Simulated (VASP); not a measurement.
# Si32C (a cell with a defect) in VASP: single point with PBE

Aim: the single point of Si32C (a cell with a defect) with PBE.

Program: VASP 6.6.1. These are calculated values, not measurements. Logs are shortened: lines on timing, memory, paths and dates and some standing lists are left out, and cuts for length are marked.

## (1) The cell of the first run

The cell holds a defect, 33 atoms: a = 9.474 Å, b = 9.474 Å, c = 9.474 Å, α = 109.47°, β = 109.47°, γ = 109.47°.

## (2) Single point, PBE

Contents of INCAR:

```
SYSTEM = Si32C
PREC = Accurate
ENCUT = 520
EDIFF = 1E-7
ISMEAR = 0
SIGMA = 0.02
LREAL = Auto
LASPH = .True.
NELM = 80
ALGO = Normal
ISIF = 2
LWAVE = .False.
LCHARG = .False.
GGA = PE
NBANDS = 88
```

Contents of KPOINTS:

```
Automatic mesh
0
Gamma
  2 2 2
  0.5 0.5 0.5
```

Contents of POSCAR:

```
Si32C
1.0
   -5.4700936587      5.4700936587     -5.4700936587
    5.4700936587      5.4700936587      5.4700936587
    5.4700936587     -5.4700936587     -5.4700936587
Si C
32 1
Direct
    0.2537432787      0.2570019981      0.7538489754
   -0.0012544575      0.4986607488      0.7453367811
    0.4882644003      0.2395275258      0.4886068076
    0.7428300599      0.7498649486      0.7470176481
    0.2518935846      0.5033247458      0.4995225257
    0.5065501933      0.0083802953      0.7551951132
    0.0076559018      0.7649044534      0.5355377225
    0.7505763623      0.2561363822      0.2490063397
    0.5113417931      0.5029029979      0.2519540041
    0.7388349729      0.0015470485      0.4965373848
    0.0050137167      0.2453251413      0.0008804237
    0.2136683708      0.7085802807      0.2159594650
   -0.0057202860      0.0046638141      0.2511719334
    0.7500295710      0.4915858243     -0.0298004952
    0.4994858718      0.7540772165      0.0006991654
    0.2515967890      0.0023366145      0.0044927019
    0.2476983183      0.2527784872      0.5004837523
    0.0018762019      0.5023947800      0.4990825880
    0.5003056018      0.2500420624      0.2490898849
    0.7484923030      0.7584256795      0.5045974845
    0.2590261865      0.4917047436      0.2487780987
    0.4745181092     -0.0159494527      0.4865054725
    0.0028837715      0.7785987345      0.2980171093
    0.7643402035      0.2630840694      0.0066711838
    0.5118408705      0.5096989511      0.0037311061
    0.7454008568      0.0057615101      0.2502067762
   -0.0025573602      0.2496977356      0.7499820398
    0.2473126759      0.7492524362     -0.0044654628
   -0.0031385203     -0.0074984091     -0.0023994105
    0.7403994799      0.4937232648      0.7236845010
    0.4972562939      0.7546623070      0.7510772678
    0.2630842523      0.0148419762      0.7660886196
   -0.0237473996      0.5835953092      0.1446056593
```

Potentials or basis: VASP PAW PBE potentials, release 64 (Si, C).

On the command line:

```bash
cat potpaw_PBE.64/Si/POTCAR potpaw_PBE.64/C/POTCAR > POTCAR
mpirun -np 1 vasp_std > vasp.out
```

OUTCAR:

```text
SYSTEM = Si32C
   PREC = Accurate
   ENCUT = 520
   EDIFF = 1E-7
   ISMEAR = 0
   LREAL = Auto
   LASPH = .True.
   NELM = 80
   ISIF = 2
   GGA = PE

 ion  position               nearest neighbor table
   1  0.254  0.257  0.754-  32 2.36  17 2.37  27 2.39  25 2.40
   2  0.999  0.499  0.745-  18 2.36  28 2.37  27 2.37  30 2.37
   3  0.488  0.240  0.489-  19 2.34  30 2.35  17 2.36  22 2.37
   4  0.743  0.750  0.747-  20 2.34  30 2.35  31 2.35  29 2.36
   5  0.252  0.503  0.500-  31 2.36  17 2.36  18 2.36  21 2.37
   6  0.507  0.008  0.755-  31 2.36  32 2.36  22 2.38  24 2.41
   7  0.008  0.765  0.536-  23 2.28  32 2.33  20 2.35  18 2.37
   8  0.751  0.256  0.249-  19 2.35  26 2.36  18 2.36  24 2.36
   9  0.511  0.503  0.252-  21 2.35  19 2.35  20 2.36  25 2.38
  10  0.739  0.002  0.497-  20 2.36  26 2.37  27 2.40  22 2.42
  11  0.005  0.245  0.001-  24 2.36  29 2.36  21 2.36  27 2.37
  12  0.214  0.709  0.216-  33 1.90  21 2.33  28 2.35  22 2.55  23 2.57
  13  0.994  0.005  0.251-  23 2.35  26 2.36  17 2.37  29 2.38
  14  0.750  0.492  0.970-  33 1.88  30 2.31  24 2.34  25 2.43  23 2.80
  15  0.499  0.754  0.001-  28 2.36  26 2.36  31 2.36  25 2.37
  16  0.252  0.002  0.004-  32 2.34  19 2.34  28 2.36  29 2.36
  17  0.248  0.253  0.500-   3 2.36   5 2.36   1 2.37  13 2.37
  18  0.002  0.502  0.499-   2 2.36   8 2.36   5 2.36   7 2.37
  19  0.500  0.250  0.249-  16 2.34   3 2.34   8 2.35   9 2.35
  20  0.748  0.758  0.505-   4 2.34   7 2.35   9 2.36  10 2.36
  21  0.259  0.492  0.249-  12 2.33   9 2.35  11 2.36   5 2.37
  22  0.475  0.984  0.487-   3 2.37   6 2.38  10 2.42  12 2.55
  23  0.003  0.779  0.298-  33 1.80   7 2.28  13 2.35  12 2.57  14 2.80
  24  0.764  0.263  0.007-  14 2.34  11 2.36   8 2.36   6 2.41  33 2.55
  25  0.512  0.510  0.004-  15 2.37   9 2.38   1 2.40  14 2.43
  26  0.745  0.006  0.250-  13 2.36  15 2.36   8 2.36  10 2.37
  27  0.997  0.250  0.750-  11 2.37   2 2.37   1 2.39  10 2.40
  28  0.247  0.749  0.996-  12 2.35  16 2.36  15 2.36   2 2.37
  29  0.997  0.993  0.998-  11 2.36   4 2.36  16 2.36  13 2.38
  30  0.740  0.494  0.724-  14 2.31   3 2.35   4 2.35   2 2.37
  31  0.497  0.755  0.751-   4 2.35  15 2.36   6 2.36   5 2.36
  32  0.263  0.015  0.766-   7 2.33  16 2.34   6 2.36   1 2.36
  33  0.976  0.584  0.145-  23 1.80  14 1.88  12 1.90  24 2.55

  LATTYP: Found a body centered cubic cell.
 ALAT       =    10.9401873174

  Lattice vectors:

 A1 = (  -5.4700936587,   5.4700936587,  -5.4700936587)
 A2 = (   5.4700936587,   5.4700936587,   5.4700936587)
 A3 = (   5.4700936587,  -5.4700936587,  -5.4700936587)

Analysis of symmetry for initial positions (statically):
=====================================================================
 Subroutine PRICEL returns:
 Original cell was already a primitive cell.

 Routine SETGRP: Setting up the symmetry group for a
[... 172 lines left out ...]
   NELECT =     132.0000    total number of electrons
   NUPDOWN=      -1.0000    fix difference up-down
   EMIN   =  10.00;   EMAX   =-10.00  energy-range for DOS
   EFERMI =   0.00;   METHOD = LEGACY
   ISMEAR =     0;   SIGMA  =   0.02  broadening in eV -4-tet -1-fermi 0-gaus
   EFERMI_NEDOS =   21; number of points for ismear=-14 and -15
   IALGO  =     38    algorithm
   IMIX   =      4    mixing-type and parameters
     AMIX     =   0.40;   BMIX     =  1.00
     AMIX_MAG =   1.60;   BMIX_MAG =  1.00
  volume/ion in A,a.u.               =      19.84       133.88
  Fermi-wavevector in a.u.,A,eV,Ry     =   0.959956  1.814054 12.537983  0.921516
  Thomas-Fermi vector in A             =   2.089198
   LORBIT       =      0    0 simple, 1 ext, 2 COOP (PROOUT), +10 PAW based schemes
   GGA     = PE    functional components
   LHFCALC =     F    Hartree Fock is set to
   AEXX    =    0.0000 exact exchange contribution
   IVDW    =     0    specifies the selected vdW correction
   LEPSILON=     F    determine dielectric tensor
   LRPA    =     F    only Hartree local field effects (RPA)
 non-spin polarized calculation
 Gauss-broadening in eV      SIGMA  =   0.02
  energy-cutoff  :      520.00
  volume of cell :      654.70
 maximum number of plane-waves:     17628
 NGX is ok and might be reduce to    70
   NGX = 35   NGY = 35   NGZ = 35

 number of electron     132.0000000 magnetization

 Free energy of the ion-electron system (eV)
  ---------------------------------------------------
  ext. energy  EPLUGINS =         0.00000000
  ---------------------------------------------------
  free energy    TOTEN  =      -178.89926764 eV

  energy without entropy =     -178.89926764  energy(sigma->0) =     -178.89926764

 E-fermi :   5.7980     XC(G=0):  -9.4038

 val. band max:        5.6755104514   @ k =  -0.2500   0.2500   0.2500
 cond. band min:       6.2333505910   @ k =   0.2500  -0.2500   0.2500
 fundamental gap:      0.5578401396
 Fermi energy:         5.7980201074

 k-point     1 :       0.2500    0.2500    0.2500
  band No.  band energies     occupation
      1      -7.3779      2.00000
      2      -5.4158      2.00000
      3      -5.3894      2.00000
      4      -5.3501      2.00000
      5      -4.6932      2.00000
      6      -3.8925      2.00000
[... 313 lines left out ...]
     77       8.0057      0.00000
     78       8.0681      0.00000
 [bands above 78 left out]

------------------------ aborting loop because EDIFF is reached ----------------------------------------

  FORCE on cell =-STRESS in cart. coord.  units (eV):
  Direction    XX          YY          ZZ          XY          YZ          ZX
  --------------------------------------------------------------------------------------
  -------------------------------------------------------------------------------------
  Total        9.2793028     -2.8512639      1.8242699     -1.0703453      4.2639129     -1.5124750
  in kB       22.7081446     -6.9775623      4.4643207     -2.6193299     10.4345718     -3.7013020
  external PRESSURE =       6.7316344 kB  Pullay stress =       0.0000000 kB

 VOLUME and BASIS-vectors are now :
 -----------------------------------------------------------------------------
  energy-cutoff  :      520.00
  volume of cell :      654.70
      direct lattice vectors                 reciprocal lattice vectors
    -5.470093659  5.470093659 -5.470093659     0.000000000  0.091406113 -0.091406113
     5.470093659  5.470093659  5.470093659     0.091406113  0.091406113  0.000000000
     5.470093659 -5.470093659 -5.470093659     0.091406113  0.000000000 -0.091406113

 POSITION                                       TOTAL-FORCE (eV/Angst)
 -----------------------------------------------------------------------------------
      4.14145     -1.32980     -4.10580         0.008736      0.012916     -0.018555
      1.34155      4.11389     -6.81257        -0.026244      0.018815      0.022203
      1.31211      1.30836     -4.03334         0.019267      0.005204     -0.001576
      4.12474      4.07893     -4.04777        -0.012351     -0.016594     -0.022866
      4.10779      1.39868     -1.35708        -0.010175      0.005605      0.006095
      1.40595     -1.31427     -6.85602        -0.092580     -0.138060      0.020973
[... 25 lines left out ...]
      2.83267     -2.67029     -5.54849         0.030398     -0.020121     -0.006114
     -1.35687      7.74151     -2.93888         0.266386      0.352404     -0.062962
 -----------------------------------------------------------------------------------
    total drift:                               -0.000465     -0.001104      0.014315

  FREE ENERGIE OF THE ION-ELECTRON SYSTEM (eV)
  ---------------------------------------------------
  free  energy   TOTEN  =      -178.8992676380 eV

  energy  without entropy=     -178.8992676380  energy(sigma->0) =     -178.89926764
```

OSZICAR:

```text
N       E                     dE             d eps       ncg     rms          rms(c)
DAV:   1     0.344782524223E+03    0.34478E+03   -0.50519E+04   704   0.124E+03
DAV:   2    -0.148359234969E+03   -0.49314E+03   -0.46811E+03   872   0.180E+02
DAV:   3    -0.183182746983E+03   -0.34824E+02   -0.34186E+02   864   0.436E+01
DAV:   4    -0.184261525319E+03   -0.10788E+01   -0.10721E+01   872   0.916E+00
DAV:   5    -0.184294514090E+03   -0.32989E-01   -0.32952E-01   840   0.156E+00    0.210E+01
DAV:   6    -0.179263899796E+03    0.50306E+01   -0.11406E+01  1160   0.108E+01    0.126E+01
DAV:   7    -0.179079183002E+03    0.18472E+00   -0.75845E+00   776   0.613E+00    0.570E+00
DAV:   8    -0.178937684217E+03    0.14150E+00   -0.16590E+00  1000   0.315E+00    0.188E+00
DAV:   9    -0.178884608364E+03    0.53076E-01   -0.63921E-01   976   0.210E+00    0.623E-01
DAV:  10    -0.178897109369E+03   -0.12501E-01   -0.11824E-01   784   0.797E-01    0.419E-01
DAV:  11    -0.178898691613E+03   -0.15822E-02   -0.23068E-02  1040   0.362E-01    0.180E-01
DAV:  12    -0.178899143992E+03   -0.45238E-03   -0.39017E-03   856   0.167E-01    0.654E-02
DAV:  13    -0.178899245268E+03   -0.10128E-03   -0.60198E-04   792   0.617E-02    0.274E-02
DAV:  14    -0.178899269039E+03   -0.23771E-04   -0.97562E-05   864   0.270E-02    0.137E-02
DAV:  15    -0.178899267764E+03    0.12755E-05   -0.15245E-05   872   0.106E-02    0.786E-03
DAV:  16    -0.178899267930E+03   -0.16601E-06   -0.53317E-06   816   0.528E-03    0.257E-03
DAV:  17    -0.178899267719E+03    0.21049E-06   -0.27927E-07   704   0.143E-03    0.130E-03
DAV:  18    -0.178899267638E+03    0.81271E-07   -0.22412E-07   600   0.117E-03
   1 F= -.17889927E+03 E0= -.17889927E+03  d E =-.142889E-18
```

It took 4.6 min on 1 thread of Intel Xeon 6975P-C (Granite Rapids), shared host; peak memory 0.73 GiB.

Results:

```yaml
Free_energy: -178.8993 eV
Pressure: 0.7 GPa
Largest_force: 0.446 eV/Å
Band_gap_on_the_k_mesh: 0.56 eV
```

Forces on the atoms (eV/Å):
```
Si   0.009  0.013 -0.019
Si  -0.026  0.019  0.022
Si   0.019  0.005 -0.002
Si  -0.012 -0.017 -0.023
Si  -0.010  0.006  0.006
Si  -0.093 -0.138  0.021
Si   0.042 -0.019 -0.014
Si  -0.015  0.009  0.036
Si  -0.029 -0.001 -0.006
Si  -0.001 -0.029  0.019
Si   0.046 -0.018  0.053
Si  -0.118  0.042 -0.003
Si   0.082  0.056  0.024
Si  -0.099 -0.028 -0.238
Si  -0.037  0.013 -0.024
Si   0.018 -0.011 -0.010
Si   0.031  0.024 -0.003
Si  -0.029  0.017  0.032
Si   0.001 -0.007 -0.010
Si   0.008 -0.023  0.006
Si  -0.026  0.001 -0.009
Si   0.007 -0.049  0.063
Si   0.231  0.037  0.060
Si  -0.207 -0.262  0.178
Si  -0.047  0.056 -0.066
Si   0.023 -0.001  0.018
Si   0.000 -0.006  0.011
Si  -0.053  0.046  0.006
Si   0.021  0.012  0.018
Si   0.024 -0.035 -0.060
Si  -0.057 -0.042 -0.019
Si   0.030 -0.020 -0.006
C    0.266  0.352 -0.063
```

Stress tensor (GPa, compression positive):
```
 2.27 -0.26 -0.37
-0.26 -0.70  1.04
-0.37  1.04  0.45
```
